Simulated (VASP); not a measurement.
# Cu (Im-3m) in VASP: a series of runs

Runs on Cu. Level: r2SCAN. Tasks: single point.

Everything below comes from runs of VASP 6.6.1. Logs are shortened: lines on timing, memory, paths and dates and some standing lists are left out, and cuts for length are marked.

## 1. The cell of the first run

Symmetry: Im-3m, No. 229, cubic system. Conventional cell: a = 2.719 Å, b = 2.719 Å, c = 2.719 Å, α = 90.00°, β = 90.00°, γ = 90.00°. Within 3.1 Å of Cu (site symmetry m-3m) lie 14 Cu at 2.35 to 2.72 Å.

This isn't the form of Cu at room conditions, which is fcc.

## 2. Single point, r2SCAN

POSCAR

```
Cu
1.0
   -1.3593667008      1.3593667008      1.3593667008
    1.3593667008     -1.3593667008      1.3593667008
    1.3593667008      1.3593667008     -1.3593667008
Cu
1
Direct
    0.0000000000      0.0000000000      0.0000000000
```

INCAR.step1

```
SYSTEM = Cu
  PREC = Accurate
  ENCUT = 660
  ISMEAR = 0
  SIGMA = 0.05
  LREAL = .FALSE.
  LASPH = .TRUE.
  NELM = 120
  NBANDS = 12
  GGA = PE
  ALGO = Normal
  EDIFF = 1E-5
  LWAVE = .TRUE.
  LCHARG = .FALSE.
  GGA_COMPAT = .FALSE.
```

INCAR.step2

```
SYSTEM = Cu
  PREC = Accurate
  ENCUT = 660
  EDIFF = 1E-6
  ISMEAR = 0
  SIGMA = 0.05
  LREAL = .FALSE.
  LASPH = .TRUE.
  NELM = 120
  ALGO = Normal
  ISIF = 2
  LWAVE = .FALSE.
  LCHARG = .TRUE.
  METAGGA = R2SCAN
  LMIXTAU = .TRUE.
  LELF = .TRUE.
  LVHAR = .TRUE.
  NBANDS = 12
  ISTART = 1
  GGA_COMPAT = .FALSE.
```

KPOINTS

```
regular mesh
0
G
  11 11 11
  0 0 0
```

Potentials or basis: VASP PAW PBE potentials, release 64 (Cu).

The run is started by

```
cat potpaw_PBE.64/Cu/POTCAR > POTCAR
cp INCAR.step1 INCAR
mpirun -np 1 vasp_std > vasp.out
cp INCAR.step2 INCAR
mpirun -np 1 vasp_std > vasp.out
```

OUTCAR:

```text
SYSTEM = Cu
   PREC = Accurate
   ENCUT = 660
   EDIFF = 1E-6
   ISMEAR = 0
   LREAL = .FALSE.
   LASPH = .TRUE.
   NELM = 120
   ISIF = 2
   METAGGA = R2SCAN
   ISTART = 1

 ion  position               nearest neighbor table
   1  0.000  0.000  0.000-

  LATTYP: Found a body centered cubic cell.
 ALAT       =     2.7187334016

  Lattice vectors:

 A1 = (  -1.3593667008,   1.3593667008,   1.3593667008)
 A2 = (   1.3593667008,  -1.3593667008,   1.3593667008)
 A3 = (   1.3593667008,   1.3593667008,  -1.3593667008)

Analysis of symmetry for initial positions (statically):
=====================================================================
 Subroutine PRICEL returns:
 Original cell was already a primitive cell.

 Routine SETGRP: Setting up the symmetry group for a
 body centered cubic supercell.

 Subroutine GETGRP returns: Found 48 space group operations
 (whereof 48 operations were pure point group operations)
 out of a pool of 48 trial point group operations.

The static configuration has the point symmetry O_h .

Analysis of symmetry for dynamics (positions and initial velocities):
=====================================================================
 Subroutine PRICEL returns:
 Original cell was already a primitive cell.

 Routine SETGRP: Setting up the symmetry group for a
 body centered cubic supercell.

 Subroutine GETGRP returns: Found 48 space group operations
 (whereof 48 operations were pure point group operations)
 out of a pool of 48 trial point group operations.

The dynamic configuration has the point symmetry O_h .

 Subroutine INISYM returns: Found 48 space group operations
 (whereof 48 operations are pure point group operations),
 and found     1 'primitive' translations

----------------------------------------------------------------------------------------

                                     Primitive cell

  volume of cell :      10.0478

  direct lattice vectors                    reciprocal lattice vectors
    -1.359366701  1.359366701  1.359366701     0.000000000  0.367818338  0.367818338
     1.359366701 -1.359366701  1.359366701     0.367818338  0.000000000  0.367818338
     1.359366701  1.359366701 -1.359366701     0.367818338  0.367818338  0.000000000

  length of vectors
     2.354492192  2.354492192  2.354492192     0.520173681  0.520173681  0.520173681

  position of ions in fractional coordinates (direct lattice)
     0.000000000  0.000000000  0.000000000

  ion indices of the primitive-cell ions
   primitive index   ion index
                 1           1
[... 80 lines left out ...]
   POTIM  = 0.5000    time-step for ionic-motion
   TEBEG  =    0.0;   TEEND  =   0.0 temperature during run
   PSTRESS=    0.0 pullay stress
   NELECT =      11.0000    total number of electrons
   NUPDOWN=      -1.0000    fix difference up-down
   EMIN   =  10.00;   EMAX   =-10.00  energy-range for DOS
   EFERMI =   0.00;   METHOD = LEGACY
   ISMEAR =     0;   SIGMA  =   0.05  broadening in eV -4-tet -1-fermi 0-gaus
   EFERMI_NEDOS =   21; number of points for ismear=-14 and -15
   IALGO  =     38    algorithm
   IMIX   =      4    mixing-type and parameters
     AMIX     =   0.40;   BMIX     =  1.00
     AMIX_MAG =   1.60;   BMIX_MAG =  1.00
  volume/ion in A,a.u.               =      10.05        67.81
  Fermi-wavevector in a.u.,A,eV,Ry     =   1.687262  3.188462 38.733771  2.846852
  Thomas-Fermi vector in A             =   2.769779
   LORBIT       =      0    0 simple, 1 ext, 2 COOP (PROOUT), +10 PAW based schemes
   METAGGA = R2SCAN    functional components
   LHFCALC =     F    Hartree Fock is set to
   AEXX    =    0.0000 exact exchange contribution
   IVDW    =     0    specifies the selected vdW correction
   LEPSILON=     F    determine dielectric tensor
   LRPA    =     F    only Hartree local field effects (RPA)
 non-spin polarized calculation
 Gauss-broadening in eV      SIGMA  =   0.05
  energy-cutoff  :      660.00
  volume of cell :       10.05
 maximum number of plane-waves:       398
   NGX =  9   NGY =  9   NGZ =  9

 number of electron      10.9999991 magnetization

 Free energy of the ion-electron system (eV)
  ---------------------------------------------------
  ext. energy  EPLUGINS =         0.00000000
  ---------------------------------------------------
  free energy    TOTEN  =       -10.67095462 eV

  energy without entropy =      -10.66994397  energy(sigma->0) =      -10.67044929

 E-fermi :   9.5474     XC(G=0): -14.8694

 val. band max:        9.5427959099   @ k =  -0.3636   0.4545   0.0909
 cond. band min:       9.6655862387   @ k =  -0.2727   0.4545   0.0909
 fundamental gap:      0.1227903289
 Fermi energy:         9.5474060617

 k-point     1 :       0.0000    0.0000    0.0000
  band No.  band energies     occupation
      1      -1.4480      2.00000
      2       5.7786      2.00000
      3       5.7786      2.00000
      4       5.7786      2.00000
      5       7.0623      2.00000
      6       7.0623      2.00000
      7      37.2237      0.00000
      8      37.2237      0.00000
      9      37.2237      0.00000
     10      42.4051      0.00000
     11      42.4051      0.00000
     12      43.6110      0.00000
[... 331 lines left out ...]
 k-point    24 :       0.3636    0.1818    0.0909
  band No.  band energies     occupation
      1       4.1854      2.00000
      2       4.7678      2.00000
      3       5.7086      2.00000
      4       7.1373      2.00000
      5       7.2472      2.00000
      6      12.5166      0.00000
      7      15.6594      0.00000
      8      21.4156      0.00000
      9      25.0238      0.00000
     10      41.8847      0.00000
     11      47.3422      0.00000
     12      47.3956      0.00000

 [... further k-points ...]

------------------------ aborting loop because EDIFF is reached ----------------------------------------

  FORCE on cell =-STRESS in cart. coord.  units (eV):
  Direction    XX          YY          ZZ          XY          YZ          ZX
  --------------------------------------------------------------------------------------
  -------------------------------------------------------------------------------------
  Total        1.9187660      1.9187660      1.9187660     -0.0000000     -0.0000000      0.0000000
  in kB      305.9586457    305.9586457    305.9586457     -0.0000000     -0.0000000      0.0000000
  external PRESSURE =     305.9586457 kB  Pullay stress =       0.0000000 kB

 VOLUME and BASIS-vectors are now :
 -----------------------------------------------------------------------------
  energy-cutoff  :      660.00
  volume of cell :       10.05
      direct lattice vectors                 reciprocal lattice vectors
    -1.359366701  1.359366701  1.359366701     0.000000000  0.367818338  0.367818338
     1.359366701 -1.359366701  1.359366701     0.367818338  0.000000000  0.367818338
     1.359366701  1.359366701 -1.359366701     0.367818338  0.367818338  0.000000000

 POSITION                                       TOTAL-FORCE (eV/Angst)
 -----------------------------------------------------------------------------------
      0.00000      0.00000      0.00000        -0.000000     -0.000000     -0.000000
 -----------------------------------------------------------------------------------
    total drift:                                0.000000     -0.000000      0.000000

  FREE ENERGIE OF THE ION-ELECTRON SYSTEM (eV)
  ---------------------------------------------------
  free  energy   TOTEN  =       -10.6709546193 eV

  energy  without entropy=      -10.6699439694  energy(sigma->0) =      -10.67044929
```

Run time: 22 s. Hardware: 1 thread of Intel Xeon Platinum 8488C (Sapphire Rapids), shared host; peak memory 0.13 GiB.

Results:

```
Free energy            : -10.6710 eV
Pressure               : 30.6 GPa
Band gap on the k mesh : zero (an odd number of electrons rules out a gap without spin polarisation)
```

Levels at points of the mesh, in eV from the Fermi level:
```tsv
k point	band 3	band 4	band 5	band 6	band 7	band 8	band 9	band 10
(0.00, 0.00, 0.00)	-3.77	-3.77	-2.49	-2.49	27.68	27.68	27.68	32.86
```

Caveat: the cell stands under pressure; the PAW data sets were made with another functional, which shifts forces and pressure a little.

## 3. Single point, r2SCAN

This run uses another cell than the first one, of 10.42 Å³/atom.

POSCAR

```
Cu
1.0
   -1.3757493825      1.3757493825      1.3757493825
    1.3757493825     -1.3757493825      1.3757493825
    1.3757493825      1.3757493825     -1.3757493825
Cu
1
Direct
    0.0000000000      0.0000000000      0.0000000000
```

INCAR.step1 is that of step 2.

INCAR.step2 is that of step 2.

KPOINTS is that of step 2.

Potentials or basis: VASP PAW PBE potentials, release 64 (Cu).

The run is started by

```
cat potpaw_PBE.64/Cu/POTCAR > POTCAR
cp INCAR.step1 INCAR
mpirun -np 1 vasp_std > vasp.out
cp INCAR.step2 INCAR
mpirun -np 1 vasp_std > vasp.out
```

Run time: 22 s. Hardware: 1 thread of Intel Xeon Platinum 8488C (Sapphire Rapids), shared host; peak memory 0.13 GiB.

Results (log left out):

```
Free energy            : -10.7301 eV
Pressure               : 20.5 GPa
Band gap on the k mesh : zero (an odd number of electrons rules out a gap without spin polarisation)
```

Levels at points of the mesh, in eV from the Fermi level:
| k point | band 2 | band 3 | band 4 | band 5 | band 6 | band 7 | band 8 | band 9 | band 10 | band 11 |
| --- | --- | --- | --- | --- | --- | --- | --- | --- | --- | --- |
| (0.00, 0.00, 0.00) | -3.62 | -3.62 | -3.62 | -2.40 | -2.40 | 27.33 | 27.33 | 27.33 | 32.26 | 32.26 |

Caveat: the cell stands under pressure; the PAW data sets were made with another functional, which shifts forces and pressure a little.

## 4. Single point, r2SCAN

This run uses another cell than the first one, of 10.87 Å³/atom.

POSCAR

```
Cu
1.0
   -1.3955681439      1.3955681439      1.3955681439
    1.3955681439     -1.3955681439      1.3955681439
    1.3955681439      1.3955681439     -1.3955681439
Cu
1
Direct
    0.0000000000      0.0000000000      0.0000000000
```

INCAR.step1

```
  ALGO = Normal
  EDIFF = 1E-5
  ENCUT = 660
  GGA = PE
  GGA_COMPAT = False
  ISMEAR = 0
  LASPH = True
  LCHARG = False
  LREAL = False
  LWAVE = True
  NBANDS = 12
  NELM = 120
  PREC = Accurate
  SIGMA = 0.05
```

INCAR.step2

```
  ALGO = Normal
  EDIFF = 1E-6
  ENCUT = 660
  GGA_COMPAT = False
  ISIF = 2
  ISMEAR = 0
  ISTART = 1
  LASPH = True
  LCHARG = False
  LMIXTAU = True
  LREAL = False
  LWAVE = False
  METAGGA = R2SCAN
  NBANDS = 12
  NELM = 120
  PREC = Accurate
  SIGMA = 0.05
```

KPOINTS

```
k-points
0
Gamma
  11 11 11
```

The run is started by

```
cat potpaw_PBE.64/Cu/POTCAR > POTCAR
cp INCAR.step1 INCAR
mpirun -np 1 vasp_std > vasp.out
cp INCAR.step2 INCAR
mpirun -np 1 vasp_std > vasp.out
```

Run time: 22 s. Hardware: 1 thread of Intel Xeon Platinum 8488C (Sapphire Rapids), shared host; peak memory 0.13 GiB.

The run converged. Its results:

```
Free energy            : -10.7748 eV
Pressure               : 10.6 GPa
Band gap on the k mesh : zero (an odd number of electrons rules out a gap without spin polarisation)
```

Levels at points of the mesh, in eV from the Fermi level:
```csv
k point,band 3,band 4,band 5,band 6,band 7,band 8,band 9,band 10
"(0.00, 0.00, 0.00)",-3.45,-3.45,-2.31,-2.31,26.91,26.91,26.91,31.55
```

Caveat: the cell stands under pressure; the PAW data sets were made with another functional, which shifts forces and pressure a little.

## 5. The runs side by side

```csv
cell,gap on the mesh (eV),pressure (GPa)
"a = 2.354 Å, angles 109.5°, 1 atom",none,30.6
"a = 2.383 Å, angles 109.5°, 1 atom",none,20.5
"a = 2.417 Å, angles 109.5°, 1 atom",none,10.6
```

Alike in all rows: task single point; level r2SCAN; potentials or basis VASP PAW PBE potentials, release 64 (Cu); no spin polarisation; k mesh 11 × 11 × 11; cutoff (eV) 660; smearing gaussian 0.05 eV.

Caveats: the cell stands under pressure; the PAW data sets were made with another functional, which shifts forces and pressure a little.

Absolute energies hang on the potentials; compare differences alone.
